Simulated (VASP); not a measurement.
# Pt (Pm-3m) in VASP: a series of runs, part 2 of 3

VASP 6.6.1. Earlier steps stand in the parts before.

### Step 3. Single point, PBEsol (volume scaled by 1.08)

INCAR

```
SYSTEM = Pt
ALGO = Normal
EDIFF = 1E-6
ENCUT = 520
GGA = PS
ISIF = 2
ISMEAR = -1
LASPH = .True.
LCHARG = .False.
LREAL = .False.
LWAVE = .False.
NBANDS = 11
NELM = 100
PREC = Accurate
SIGMA = 0.1
```

KPOINTS

```
k-points
0
Gamma
  14 14 14
  0 0 0
```

POSCAR

```
Pt
1.0
    2.6553673449      0.0000000000      0.0000000000
    0.0000000000      2.6553673449      0.0000000000
    0.0000000000      0.0000000000      2.6553673449
Pt
1
Direct
    0.0000000000      0.0000000000      0.0000000000
```

Potentials or basis: VASP PAW PBE potentials, release 64 (Pt).

Launch:

```sh
$ cat potpaw_PBE.64/Pt/POTCAR > POTCAR
$ mpirun -np 1 vasp_std > vasp.out
```

OUTCAR:

```text
SYSTEM = Pt
   EDIFF = 1E-6
   ENCUT = 520
   GGA = PS
   ISIF = 2
   ISMEAR = -1
   LASPH = .True.
   LREAL = .False.
   NELM = 100
   PREC = Accurate

 ion  position               nearest neighbor table
   1  0.000  0.000  0.000-

  LATTYP: Found a simple cubic cell.
 ALAT       =     2.6553673449

  Lattice vectors:

 A1 = (   2.6553673449,   0.0000000000,   0.0000000000)
 A2 = (   0.0000000000,   2.6553673449,   0.0000000000)
 A3 = (   0.0000000000,   0.0000000000,   2.6553673449)

Analysis of symmetry for initial positions (statically):
=====================================================================
 Subroutine PRICEL returns:
 Original cell was already a primitive cell.

 Routine SETGRP: Setting up the symmetry group for a
 simple cubic supercell.

 Subroutine GETGRP returns: Found 48 space group operations
 (whereof 48 operations were pure point group operations)
 out of a pool of 48 trial point group operations.

The static configuration has the point symmetry O_h .

Analysis of symmetry for dynamics (positions and initial velocities):
=====================================================================
 Subroutine PRICEL returns:
 Original cell was already a primitive cell.

 Routine SETGRP: Setting up the symmetry group for a
 simple cubic supercell.

 Subroutine GETGRP returns: Found 48 space group operations
 (whereof 48 operations were pure point group operations)
 out of a pool of 48 trial point group operations.

The dynamic configuration has the point symmetry O_h .

 Subroutine INISYM returns: Found 48 space group operations
 (whereof 48 operations are pure point group operations),
 and found     1 'primitive' translations

----------------------------------------------------------------------------------------

                                     Primitive cell

  volume of cell :      18.7229

  direct lattice vectors                    reciprocal lattice vectors
     2.655367345  0.000000000  0.000000000     0.376595729  0.000000000  0.000000000
     0.000000000  2.655367345  0.000000000     0.000000000  0.376595729  0.000000000
     0.000000000  0.000000000  2.655367345     0.000000000  0.000000000  0.376595729

  length of vectors
     2.655367345  2.655367345  2.655367345     0.376595729  0.376595729  0.376595729

  position of ions in fractional coordinates (direct lattice)
     0.000000000  0.000000000  0.000000000

  ion indices of the primitive-cell ions
   primitive index   ion index
                 1           1

----------------------------------------------------------------------------------------

 KPOINTS: k-points

Automatic generation of k-mesh.
 Grid dimensions read from file:
 generate k-points for:   14   14   14

 Generating k-lattice:

  Cartesian coordinates                     Fractional coordinates (reciprocal lattice)
     0.026899695  0.000000000  0.000000000     0.071428571  0.000000000  0.000000000
     0.000000000  0.026899695  0.000000000     0.000000000  0.071428571  0.000000000
     0.000000000  0.000000000  0.026899695     0.000000000  0.000000000  0.071428571

  Length of vectors
     0.026899695  0.026899695  0.026899695

  Shift w.r.t. Gamma in fractional coordinates (k-lattice)
     0.000000000  0.000000000  0.000000000

 Subroutine IBZKPT returns following result:
 ===========================================

 Found    120 irreducible k-points:

 Following reciprocal coordinates:
            Coordinates               Weight
  0.000000  0.000000  0.000000      1.000000
  0.071429  0.000000  0.000000      6.000000
  0.142857  0.000000  0.000000      6.000000
  0.214286  0.000000  0.000000      6.000000
  0.285714  0.000000  0.000000      6.000000
  0.357143  0.000000  0.000000      6.000000
[... 16 lines left out ...]
  0.285714  0.214286  0.000000     24.000000
  0.357143  0.214286  0.000000     24.000000
 [... further k-points ...]
   k-points           NKPTS =    120   k-points in BZ     NKDIM =    120   number of bands    NBANDS=     11
   number of dos      NEDOS =    301   number of ions     NIONS =      1
   total plane-waves  NPLWV =   8000
   dimension x,y,z NGX =    20 NGY =   20 NGZ =   20
   dimension x,y,z NGXF=    40 NGYF=   40 NGZF=   40
   ions per type =               1
   NGX,Y,Z   is equivalent  to a cutoff of  12.52, 12.52, 12.52 a.u.
   NGXF,Y,Z  is equivalent  to a cutoff of  25.04, 25.04, 25.04 a.u.
 SYSTEM =  Pt
   PREC   = accura    normal or accurate (medium, high low for compatibility)
   ISTART =      0    job   : 0-new  1-cont  2-samecut
   ICHARG =      2    charge: 1-file 2-atom 10-const
   ISPIN  =      1    spin polarized calculation?
   LNONCOLLINEAR =      F non collinear calculations
   LSORBIT =      F    spin-orbit coupling
   LASPH  =      T    aspherical Exc in radial PAW
   ENCUT  =  520.0 eV  38.22 Ry    6.18 a.u.   4.94  4.94  4.94*2*pi/ulx,y,z
   NELM   =    100;   NELMIN=  2; NELMDL= -5     # of ELM steps
   EDIFF  = 0.1E-05   stopping-criterion for ELM
   LREAL  =      F    real-space projection
   EDIFFG = 0.1E-04   stopping-criterion for IOM
   NSW    =      0    number of steps for IOM
   IBRION =     -1    ionic relax: 0-MD 1-quasi-New 2-CG
   NFREE  =      0    steps in history (QN), initial steepest desc. (CG)
   ISIF   =      2    stress and relaxation
   ISYM   =      2    0-nonsym 1-usesym 2-fastsym
   POTIM  = 0.5000    time-step for ionic-motion
   TEBEG  =    0.0;   TEEND  =   0.0 temperature during run
   PSTRESS=    0.0 pullay stress
   NELECT =      10.0000    total number of electrons
   NUPDOWN=      -1.0000    fix difference up-down
   EMIN   =  10.00;   EMAX   =-10.00  energy-range for DOS
   EFERMI =   0.00;   METHOD = LEGACY
   ISMEAR =    -1;   SIGMA  =   0.10  broadening in eV -4-tet -1-fermi 0-gaus
   EFERMI_NEDOS =   21; number of points for ismear=-14 and -15
   IALGO  =     38    algorithm
   IMIX   =      4    mixing-type and parameters
     AMIX     =   0.40;   BMIX     =  1.00
     AMIX_MAG =   1.60;   BMIX_MAG =  1.00
  volume/ion in A,a.u.               =      18.72       126.35
  Fermi-wavevector in a.u.,A,eV,Ry     =   1.328261  2.510050 24.004464  1.764278
  Thomas-Fermi vector in A             =   2.457512
   LORBIT       =      0    0 simple, 1 ext, 2 COOP (PROOUT), +10 PAW based schemes
   GGA     = PS    functional components
   LHFCALC =     F    Hartree Fock is set to
   AEXX    =    0.0000 exact exchange contribution
   IVDW    =     0    specifies the selected vdW correction
   LEPSILON=     F    determine dielectric tensor
   LRPA    =     F    only Hartree local field effects (RPA)
 non-spin polarized calculation
  energy-cutoff  :      520.00
  volume of cell :       18.72
 maximum number of plane-waves:       517
 NGX is ok and might be reduce to    20
   NGX =  9   NGY =  9   NGZ =  9

 number of electron      10.0000001 magnetization

 Free energy of the ion-electron system (eV)
  ---------------------------------------------------
  ext. energy  EPLUGINS =         0.00000000
  ---------------------------------------------------
  free energy    TOTEN  =        -6.37070016 eV

  energy without entropy =       -6.31842057  energy(sigma->0) =       -6.34456037

 E-fermi :   7.4513     XC(G=0): -12.2390

 val. band max:        7.4401805919   @ k =   0.2857   0.1429   0.0000
 cond. band min:       7.4540524267   @ k =   0.5000   0.3571   0.1429
 fundamental gap:      0.0138718348
 Fermi energy:         7.4513229933

 k-point     1 :       0.0000    0.0000    0.0000
  band No.  band energies     occupation
      1      -0.6643      2.00000
      2       2.1026      2.00000
      3       2.1026      2.00000
      4       7.7305      0.11558
      5       7.7305      0.11558
      6       7.7305      0.11558
      7      22.3902      0.00000
      8      22.3902      0.00000
      9      22.3902      0.00000
     10      27.8187      0.00000
     11      30.5428      0.00000
[... 309 lines left out ...]
 k-point    24 :       0.3571    0.2143    0.0000
  band No.  band energies     occupation
      1       2.2129      2.00000
      2       3.4653      2.00000
      3       4.4392      2.00000
      4       6.1782      1.99999
      5       6.8723      1.99390
      6       7.0907      1.94712
      7      14.7453      0.00000
      8      20.9085      0.00000
      9      25.4005      0.00000
     10      28.3916      0.00000
     11      28.9301      0.00000

 [... further k-points ...]

------------------------ aborting loop because EDIFF is reached ----------------------------------------

  FORCE on cell =-STRESS in cart. coord.  units (eV):
  Direction    XX          YY          ZZ          XY          YZ          ZX
  --------------------------------------------------------------------------------------
  -------------------------------------------------------------------------------------
  Total       -1.6073436     -1.6073436     -1.6073436      0.0000000      0.0000000     -0.0000000
  in kB     -137.5452157   -137.5452157   -137.5452157      0.0000000      0.0000000     -0.0000000
  external PRESSURE =    -137.5452157 kB  Pullay stress =       0.0000000 kB

 VOLUME and BASIS-vectors are now :
 -----------------------------------------------------------------------------
  energy-cutoff  :      520.00
  volume of cell :       18.72
      direct lattice vectors                 reciprocal lattice vectors
     2.655367345  0.000000000  0.000000000     0.376595729  0.000000000  0.000000000
     0.000000000  2.655367345  0.000000000     0.000000000  0.376595729  0.000000000
     0.000000000  0.000000000  2.655367345     0.000000000  0.000000000  0.376595729

 POSITION                                       TOTAL-FORCE (eV/Angst)
 -----------------------------------------------------------------------------------
      0.00000      0.00000      0.00000         0.000000      0.000000      0.000000
 -----------------------------------------------------------------------------------
    total drift:                               -0.000000      0.000000     -0.000000

  FREE ENERGIE OF THE ION-ELECTRON SYSTEM (eV)
  ---------------------------------------------------
  free  energy   TOTEN  =        -6.3707001613 eV

  energy  without entropy=       -6.3184205741  energy(sigma->0) =       -6.34456037
```

OSZICAR:

```text
N       E                     dE             d eps       ncg     rms          rms(c)
DAV:   1     0.366747527507E+02    0.36675E+02   -0.51547E+03  2704   0.815E+02
DAV:   2    -0.618400573796E+01   -0.42859E+02   -0.40980E+02  2984   0.164E+02
DAV:   3    -0.679747458295E+01   -0.61347E+00   -0.61026E+00  3020   0.186E+01
DAV:   4    -0.680049468720E+01   -0.30201E-02   -0.30198E-02  2991   0.154E+00
DAV:   5    -0.680052719165E+01   -0.32504E-04   -0.32505E-04  3090   0.152E-01    0.839E+00
DAV:   6    -0.639426744779E+01    0.40626E+00   -0.11811E+00  2814   0.813E+00    0.422E+00
DAV:   7    -0.637398180472E+01    0.20286E-01   -0.60621E-02  3033   0.183E+00    0.216E+00
DAV:   8    -0.637083771383E+01    0.31441E-02   -0.29838E-03  2949   0.480E-01    0.385E-01
DAV:   9    -0.637069666166E+01    0.14105E-03   -0.13000E-04  2949   0.101E-01    0.172E-02
DAV:  10    -0.637070030911E+01   -0.36474E-05   -0.21391E-06  3045   0.106E-02    0.618E-03
DAV:  11    -0.637070016135E+01    0.14776E-06   -0.69396E-08  1623   0.201E-03
   1 F= -.63707002E+01 E0= -.63445604E+01  d E =-.522796E-01
```

It took 31 s on 1 thread of Intel Xeon 8259CL, shared host; peak memory 0.11 GiB.

What came out:

* Free energy: -6.3707 eV
* Pressure: -13.8 GPa
* Band gap on the k mesh: zero (band 5 reaches 9.35 eV, above the bottom of band 6 at 6.41 eV)

Caveat: the PAW data sets were made with another functional, which shifts forces and pressure a little; spin-orbit coupling is left out, which moves the levels of the heavy elements.

[end of part 2 of 3]
